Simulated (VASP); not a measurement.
# Ga (Im-3m) in VASP: further runs

The runs below take Ga through single point, relaxation of cell and atoms, with PBE.

Program: VASP 6.6.1. These are calculated values, not measurements. Logs are shortened: lines on timing, memory, paths and dates and some standing lists are left out, and cuts for length are marked.

### Step 1. The cell of the first run

Symmetry: Im-3m, No. 229, cubic system. The conventional cell has a = 2.701 Å, b = 2.701 Å, c = 2.701 Å, α = 90.00°, β = 90.00°, γ = 90.00°. Ga (site symmetry m-3m) has 14 Ga at 2.34 to 2.70 Å within 3.1 Å.

This isn't the form of Ga at room conditions, which is orthorhombic.

### Step 2. Single point, PBE

Contents of INCAR:

```
SYSTEM = Ga
  ALGO = Normal
  EDIFF = 1E-6
  ENCUT = 520
  GGA = PE
  ISIF = 2
  ISMEAR = -1
  LASPH = .True.
  LCHARG = .False.
  LREAL = .False.
  LWAVE = .False.
  NBANDS = 12
  NELM = 100
  PREC = Accurate
  SIGMA = 0.1
```

Contents of KPOINTS:

```
k-points
0
Gamma
  20 20 20
  0 0 0
```

Contents of POSCAR:

```
Ga
1.0
   -1.3507247603      1.3507247603      1.3507247603
    1.3507247603     -1.3507247603      1.3507247603
    1.3507247603      1.3507247603     -1.3507247603
Ga
1
Direct
    0.0000000000      0.0000000000      0.0000000000
```

Potentials or basis: VASP PAW PBE potentials, release 64 (Ga_d).

Command:

```bash
cat potpaw_PBE.64/Ga_d/POTCAR > POTCAR
mpirun -np 1 vasp_std > vasp.out
```

OUTCAR:

```text
SYSTEM = Ga
   EDIFF = 1E-6
   ENCUT = 520
   GGA = PE
   ISIF = 2
   ISMEAR = -1
   LASPH = .True.
   LREAL = .False.
   NELM = 100
   PREC = Accurate

 ion  position               nearest neighbor table
   1  0.000  0.000  0.000-

  LATTYP: Found a body centered cubic cell.
 ALAT       =     2.7014495206

  Lattice vectors:

 A1 = (  -1.3507247603,   1.3507247603,   1.3507247603)
 A2 = (   1.3507247603,  -1.3507247603,   1.3507247603)
 A3 = (   1.3507247603,   1.3507247603,  -1.3507247603)

Analysis of symmetry for initial positions (statically):
=====================================================================
 Subroutine PRICEL returns:
 Original cell was already a primitive cell.

 Routine SETGRP: Setting up the symmetry group for a
 body centered cubic supercell.

 Subroutine GETGRP returns: Found 48 space group operations
 (whereof 48 operations were pure point group operations)
 out of a pool of 48 trial point group operations.

The static configuration has the point symmetry O_h .

Analysis of symmetry for dynamics (positions and initial velocities):
=====================================================================
 Subroutine PRICEL returns:
 Original cell was already a primitive cell.

 Routine SETGRP: Setting up the symmetry group for a
 body centered cubic supercell.

 Subroutine GETGRP returns: Found 48 space group operations
 (whereof 48 operations were pure point group operations)
 out of a pool of 48 trial point group operations.

The dynamic configuration has the point symmetry O_h .

 Subroutine INISYM returns: Found 48 space group operations
 (whereof 48 operations are pure point group operations),
 and found     1 'primitive' translations

----------------------------------------------------------------------------------------

                                     Primitive cell

  volume of cell :       9.8574

  direct lattice vectors                    reciprocal lattice vectors
    -1.350724760  1.350724760  1.350724760     0.000000000  0.370171640  0.370171640
     1.350724760 -1.350724760  1.350724760     0.370171640  0.000000000  0.370171640
     1.350724760  1.350724760 -1.350724760     0.370171640  0.370171640  0.000000000

  length of vectors
     2.339523912  2.339523912  2.339523912     0.523501754  0.523501754  0.523501754

[... 76 lines left out ...]
   ENCUT  =  520.0 eV  38.22 Ry    6.18 a.u.   4.35  4.35  4.35*2*pi/ulx,y,z
   NELM   =    100;   NELMIN=  2; NELMDL= -5     # of ELM steps
   EDIFF  = 0.1E-05   stopping-criterion for ELM
   LREAL  =      F    real-space projection
   EDIFFG = 0.1E-04   stopping-criterion for IOM
   NSW    =      0    number of steps for IOM
   IBRION =     -1    ionic relax: 0-MD 1-quasi-New 2-CG
   NFREE  =      0    steps in history (QN), initial steepest desc. (CG)
   ISIF   =      2    stress and relaxation
   ISYM   =      2    0-nonsym 1-usesym 2-fastsym
   POTIM  = 0.5000    time-step for ionic-motion
   TEBEG  =    0.0;   TEEND  =   0.0 temperature during run
   PSTRESS=    0.0 pullay stress
   NELECT =      13.0000    total number of electrons
   NUPDOWN=      -1.0000    fix difference up-down
   EMIN   =  10.00;   EMAX   =-10.00  energy-range for DOS
   EFERMI =   0.00;   METHOD = LEGACY
   ISMEAR =    -1;   SIGMA  =   0.10  broadening in eV -4-tet -1-fermi 0-gaus
   EFERMI_NEDOS =   21; number of points for ismear=-14 and -15
   IALGO  =     38    algorithm
   IMIX   =      4    mixing-type and parameters
     AMIX     =   0.40;   BMIX     =  1.00
     AMIX_MAG =   1.60;   BMIX_MAG =  1.00
  volume/ion in A,a.u.               =       9.86        66.52
  Fermi-wavevector in a.u.,A,eV,Ry     =   1.795295  3.392615 43.852709  3.223083
  Thomas-Fermi vector in A             =   2.857076
   LORBIT       =      0    0 simple, 1 ext, 2 COOP (PROOUT), +10 PAW based schemes
   GGA     = PE    functional components
   LHFCALC =     F    Hartree Fock is set to
   AEXX    =    0.0000 exact exchange contribution
   IVDW    =     0    specifies the selected vdW correction
   LEPSILON=     F    determine dielectric tensor
   LRPA    =     F    only Hartree local field effects (RPA)
 non-spin polarized calculation
  energy-cutoff  :      520.00
  volume of cell :        9.86
 maximum number of plane-waves:       276
 NGX is ok and might be reduce to    18
   NGX =  9   NGY =  9   NGZ =  9

 number of electron      13.0000005 magnetization

 Free energy of the ion-electron system (eV)
  ---------------------------------------------------
  ext. energy  EPLUGINS =         0.00000000
  ---------------------------------------------------
  free energy    TOTEN  =        -0.38827016 eV

  energy without entropy =       -0.37946290  energy(sigma->0) =       -0.38386653

 E-fermi :  14.2545     XC(G=0): -14.7148

 val. band max:       14.1748190861   @ k =   0.5000   0.5000   0.4000
 cond. band min:      14.2738637579   @ k =  -0.4000   0.4000   0.2000
 fundamental gap:      0.0990446717
 Fermi energy:        14.2545497383

 k-point     1 :       0.0000    0.0000    0.0000
  band No.  band energies     occupation
      1      -3.7604      2.00000
      2      -2.6184      2.00000
      3      -2.6184      2.00000
      4      -2.6184      2.00000
      5      -1.8538      2.00000
      6      -1.8538      2.00000
      7      36.0147      0.00000
      8      36.0148      0.00000
      9      36.0148      0.00000
     10      37.2970      0.00000
     11      37.2970      0.00000
     12      37.2970      0.00000
[... 331 lines left out ...]
 k-point    24 :       0.2500    0.1000    0.0000
  band No.  band energies     occupation
      1      -3.0047      2.00000
      2      -2.8636      2.00000
      3      -1.9986      2.00000
      4      -1.9811      2.00000
      5      -1.8006      2.00000
      6       0.9068      2.00000
      7      18.4322      0.00000
      8      24.2968      0.00000
      9      27.8465      0.00000
     10      33.3041      0.00000
     11      36.9995      0.00000
     12      39.3382      0.00000

 [... further k-points ...]
[... 5 lines left out ...]
  --------------------------------------------------------------------------------------
  -------------------------------------------------------------------------------------
  Total        9.9269593      9.9269593      9.9269593      0.0000000      0.0000000     -0.0000000
  in kB     1613.4898920   1613.4898920   1613.4898920      0.0000000      0.0000000     -0.0000000
  external PRESSURE =    1613.4898920 kB  Pullay stress =       0.0000000 kB

 VOLUME and BASIS-vectors are now :
 -----------------------------------------------------------------------------
  energy-cutoff  :      520.00
  volume of cell :        9.86
      direct lattice vectors                 reciprocal lattice vectors
    -1.350724760  1.350724760  1.350724760     0.000000000  0.370171640  0.370171640
     1.350724760 -1.350724760  1.350724760     0.370171640  0.000000000  0.370171640
     1.350724760  1.350724760 -1.350724760     0.370171640  0.370171640  0.000000000

 POSITION                                       TOTAL-FORCE (eV/Angst)
 -----------------------------------------------------------------------------------
      0.00000      0.00000      0.00000         0.000000     -0.000000     -0.000000
 -----------------------------------------------------------------------------------
    total drift:                                0.000000      0.000000      0.000000

  FREE ENERGIE OF THE ION-ELECTRON SYSTEM (eV)
  ---------------------------------------------------
  free  energy   TOTEN  =        -0.3882701609 eV

  energy  without entropy=       -0.3794628993  energy(sigma->0) =       -0.38386653
```

Wall time 23 s (1 thread of Intel Xeon 8259CL, shared host); peak memory 0.15 GiB.

What came out:

```
Free energy            : -0.3883 eV
Pressure               : 161.3 GPa
Band gap on the k mesh : zero (an odd number of electrons rules out a gap without spin polarisation)
```

Caveat: the cell stands under pressure.

### Step 3. Single point, PBE

Contents of INCAR:

```
SYSTEM = Ga
ALGO     = Normal         ! electronic algorithm
EDIFF    = 1E-6           ! SCF threshold, eV
ENCUT    = 520            ! plane-wave cutoff, eV
GGA      = PE             ! functional
ISIF     = 2              ! what is computed and relaxed
ISMEAR   = -1             ! smearing method
LASPH    = .TRUE.         ! aspherical terms in the spheres
LCHARG   = .TRUE.         ! write CHGCAR
LELF     = .TRUE.         ! ELF
LREAL    = .FALSE.        ! projectors in reciprocal space
LVHAR    = .TRUE.       
LWAVE    = .FALSE.        ! write WAVECAR
NBANDS   = 12             ! bands
NELM     = 60             ! most SCF steps
PREC     = Accurate       ! precision mode
SIGMA    = 0.1            ! smearing width, eV
```

Contents of KPOINTS:

```
k-points
0
G
  20 20 20
  0 0 0
```

Contents of POSCAR:

```
Ga
1.0
   -1.3508257644      1.3508257644      1.3508257644
    1.3508257644     -1.3508257644      1.3508257644
    1.3508257644      1.3508257644     -1.3508257644
Ga
1
Direct
    0.0000000000      0.0000000000      0.0000000000
```

Potentials or basis: VASP PAW PBE potentials, release 64 (Ga_d).

Command:

```bash
cat potpaw_PBE.64/Ga_d/POTCAR > POTCAR
mpirun -np 1 vasp_std > vasp.out
```

OUTCAR:

```text
SYSTEM = Ga
   EDIFF = 1E-6
   ENCUT = 520
   GGA = PE
   ISIF = 2
   ISMEAR = -1
   LASPH = .TRUE.
   LREAL = .FALSE.
   NELM = 60
   PREC = Accurate

 ion  position               nearest neighbor table
   1  0.000  0.000  0.000-

  LATTYP: Found a body centered cubic cell.
 ALAT       =     2.7016515288

  Lattice vectors:

 A1 = (  -1.3508257644,   1.3508257644,   1.3508257644)
 A2 = (   1.3508257644,  -1.3508257644,   1.3508257644)
 A3 = (   1.3508257644,   1.3508257644,  -1.3508257644)

Analysis of symmetry for initial positions (statically):
=====================================================================
 Subroutine PRICEL returns:
 Original cell was already a primitive cell.

 Routine SETGRP: Setting up the symmetry group for a
 body centered cubic supercell.

 Subroutine GETGRP returns: Found 48 space group operations
 (whereof 48 operations were pure point group operations)
 out of a pool of 48 trial point group operations.

The static configuration has the point symmetry O_h .

Analysis of symmetry for dynamics (positions and initial velocities):
=====================================================================
 Subroutine PRICEL returns:
 Original cell was already a primitive cell.

 Routine SETGRP: Setting up the symmetry group for a
 body centered cubic supercell.

 Subroutine GETGRP returns: Found 48 space group operations
 (whereof 48 operations were pure point group operations)
 out of a pool of 48 trial point group operations.

The dynamic configuration has the point symmetry O_h .

 Subroutine INISYM returns: Found 48 space group operations
 (whereof 48 operations are pure point group operations),
 and found     1 'primitive' translations

----------------------------------------------------------------------------------------

                                     Primitive cell

  volume of cell :       9.8596

  direct lattice vectors                    reciprocal lattice vectors
    -1.350825764  1.350825764  1.350825764     0.000000000  0.370143962  0.370143962
     1.350825764 -1.350825764  1.350825764     0.370143962  0.000000000  0.370143962
     1.350825764  1.350825764 -1.350825764     0.370143962  0.370143962  0.000000000

  length of vectors
     2.339698856  2.339698856  2.339698856     0.523462611  0.523462611  0.523462611

  position of ions in fractional coordinates (direct lattice)
     0.000000000  0.000000000  0.000000000

  ion indices of the primitive-cell ions
   primitive index   ion index
                 1           1

----------------------------------------------------------------------------------------

 KPOINTS: k-points

Automatic generation of k-mesh.
 Grid dimensions read from file:
 generate k-points for:   20   20   20

 Generating k-lattice:

  Cartesian coordinates                     Fractional coordinates (reciprocal lattice)
     0.000000000  0.018507198  0.018507198     0.050000000  0.000000000  0.000000000
     0.018507198  0.000000000  0.018507198     0.000000000  0.050000000  0.000000000
     0.018507198  0.018507198  0.000000000     0.000000000  0.000000000  0.050000000

  Length of vectors
     0.026173131  0.026173131  0.026173131

  Shift w.r.t. Gamma in fractional coordinates (k-lattice)
     0.000000000  0.000000000  0.000000000

 Subroutine IBZKPT returns following result:
 ===========================================

 Found    256 irreducible k-points:

 Following reciprocal coordinates:
            Coordinates               Weight
  0.000000  0.000000  0.000000      1.000000
  0.050000  0.000000  0.000000     12.000000
  0.100000  0.000000  0.000000     12.000000
  0.150000  0.000000  0.000000     12.000000
  0.200000  0.000000  0.000000     12.000000
  0.250000  0.000000  0.000000     12.000000
[... 16 lines left out ...]
  0.200000  0.100000  0.000000     48.000000
  0.250000  0.100000  0.000000     48.000000
 [... further k-points ...]
   k-points           NKPTS =    256   k-points in BZ     NKDIM =    256   number of bands    NBANDS=     12
   number of dos      NEDOS =    301   number of ions     NIONS =      1
   total plane-waves  NPLWV =   5832
   dimension x,y,z NGX =    18 NGY =   18 NGZ =   18
   dimension x,y,z NGXF=    36 NGYF=   36 NGZF=   36
   ions per type =               1
   NGX,Y,Z   is equivalent  to a cutoff of  12.79, 12.79, 12.79 a.u.
   NGXF,Y,Z  is equivalent  to a cutoff of  25.58, 25.58, 25.58 a.u.
 SYSTEM =  Ga
   PREC   = accura    normal or accurate (medium, high low for compatibility)
   ISTART =      0    job   : 0-new  1-cont  2-samecut
   ICHARG =      2    charge: 1-file 2-atom 10-const
   ISPIN  =      1    spin polarized calculation?
   LNONCOLLINEAR =      F non collinear calculations
   LSORBIT =      F    spin-orbit coupling
   LASPH  =      T    aspherical Exc in radial PAW
   ENCUT  =  520.0 eV  38.22 Ry    6.18 a.u.   4.35  4.35  4.35*2*pi/ulx,y,z
   NELM   =     60;   NELMIN=  2; NELMDL= -5     # of ELM steps
   EDIFF  = 0.1E-05   stopping-criterion for ELM
   LREAL  =      F    real-space projection
   EDIFFG = 0.1E-04   stopping-criterion for IOM
   NSW    =      0    number of steps for IOM
   IBRION =     -1    ionic relax: 0-MD 1-quasi-New 2-CG
   NFREE  =      0    steps in history (QN), initial steepest desc. (CG)
   ISIF   =      2    stress and relaxation
   ISYM   =      2    0-nonsym 1-usesym 2-fastsym
   POTIM  = 0.5000    time-step for ionic-motion
   TEBEG  =    0.0;   TEEND  =   0.0 temperature during run
   PSTRESS=    0.0 pullay stress
   NELECT =      13.0000    total number of electrons
   NUPDOWN=      -1.0000    fix difference up-down
   EMIN   =  10.00;   EMAX   =-10.00  energy-range for DOS
   EFERMI =   0.00;   METHOD = LEGACY
   ISMEAR =    -1;   SIGMA  =   0.10  broadening in eV -4-tet -1-fermi 0-gaus
   EFERMI_NEDOS =   21; number of points for ismear=-14 and -15
   IALGO  =     38    algorithm
   IMIX   =      4    mixing-type and parameters
     AMIX     =   0.40;   BMIX     =  1.00
     AMIX_MAG =   1.60;   BMIX_MAG =  1.00
  volume/ion in A,a.u.               =       9.86        66.54
  Fermi-wavevector in a.u.,A,eV,Ry     =   1.795160  3.392361 43.846151  3.222601
  Thomas-Fermi vector in A             =   2.856969
   LORBIT       =      0    0 simple, 1 ext, 2 COOP (PROOUT), +10 PAW based schemes
   GGA     = PE    functional components
   LHFCALC =     F    Hartree Fock is set to
   AEXX    =    0.0000 exact exchange contribution
   IVDW    =     0    specifies the selected vdW correction
   LEPSILON=     F    determine dielectric tensor
   LRPA    =     F    only Hartree local field effects (RPA)
 non-spin polarized calculation
  energy-cutoff  :      520.00
  volume of cell :        9.86
 maximum number of plane-waves:       276
 NGX is ok and might be reduce to    18
   NGX =  9   NGY =  9   NGZ =  9

 number of electron      13.0000005 magnetization

 Free energy of the ion-electron system (eV)
  ---------------------------------------------------
  ext. energy  EPLUGINS =         0.00000000
  ---------------------------------------------------
  free energy    TOTEN  =        -0.39049522 eV

  energy without entropy =       -0.38168833  energy(sigma->0) =       -0.38609178

 E-fermi :  14.2504     XC(G=0): -14.7134

 val. band max:       14.1708356511   @ k =   0.5000   0.5000   0.4000
 cond. band min:      14.2697382656   @ k =  -0.4000   0.4000   0.2000
 fundamental gap:      0.0989026145
 Fermi energy:        14.2503985488

 k-point     1 :       0.0000    0.0000    0.0000
  band No.  band energies     occupation
      1      -3.7613      2.00000
      2      -2.6213      2.00000
      3      -2.6213      2.00000
      4      -2.6213      2.00000
      5      -1.8569      2.00000
      6      -1.8569      2.00000
      7      36.0094      0.00000
      8      36.0095      0.00000
      9      36.0095      0.00000
     10      37.2882      0.00000
     11      37.2882      0.00000
     12      37.2882      0.00000

 k-point     2 :       0.0500    0.0000    0.0000
  band No.  band energies     occupation
      1      -3.6547      2.00000
      2      -2.6322      2.00000
      3      -2.6172      2.00000
      4      -2.5928      2.00000
      5      -1.8675      2.00000
      6      -1.8564      2.00000
      7      34.1585      0.00000
      8      35.5050      0.00000
      9      35.5100      0.00000
     10      36.0771      0.00000
     11      36.5272      0.00000
     12      36.8790      0.00000
[... 316 lines left out ...]
 k-point    24 :       0.2500    0.1000    0.0000
  band No.  band energies     occupation
      1      -3.0072      2.00000
      2      -2.8663      2.00000
      3      -2.0016      2.00000
      4      -1.9842      2.00000
      5      -1.8039      2.00000
      6       0.9048      2.00000
      7      18.4276      0.00000
      8      24.2914      0.00000
      9      27.8405      0.00000
     10      33.2979      0.00000
     11      36.9921      0.00000
     12      39.3307      0.00000

 [... further k-points ...]
[... 5 lines left out ...]
  --------------------------------------------------------------------------------------
  -------------------------------------------------------------------------------------
  Total        9.9205704      9.9205704      9.9205704     -0.0000000     -0.0000000      0.0000000
  in kB     1612.0897867   1612.0897867   1612.0897867     -0.0000000     -0.0000000      0.0000000
  external PRESSURE =    1612.0897867 kB  Pullay stress =       0.0000000 kB

 VOLUME and BASIS-vectors are now :
 -----------------------------------------------------------------------------
  energy-cutoff  :      520.00
  volume of cell :        9.86
      direct lattice vectors                 reciprocal lattice vectors
    -1.350825764  1.350825764  1.350825764     0.000000000  0.370143962  0.370143962
     1.350825764 -1.350825764  1.350825764     0.370143962  0.000000000  0.370143962
     1.350825764  1.350825764 -1.350825764     0.370143962  0.370143962  0.000000000

 POSITION                                       TOTAL-FORCE (eV/Angst)
 -----------------------------------------------------------------------------------
      0.00000      0.00000      0.00000        -0.000000      0.000000      0.000000
 -----------------------------------------------------------------------------------
    total drift:                                0.000000      0.000000      0.000000

  FREE ENERGIE OF THE ION-ELECTRON SYSTEM (eV)
  ---------------------------------------------------
  free  energy   TOTEN  =        -0.3904952222 eV

  energy  without entropy=       -0.3816883346  energy(sigma->0) =       -0.38609178
```

Wall time 31 s (1 thread of Intel Xeon 8259CL, shared host); peak memory 0.15 GiB.

Results:

* Free energy: -0.3905 eV
* Pressure: 161.2 GPa
* Band gap on the k mesh: zero (an odd number of electrons rules out a gap without spin polarisation)

Caveat: the cell stands under pressure.

(Part 1 of 2 ends here.)
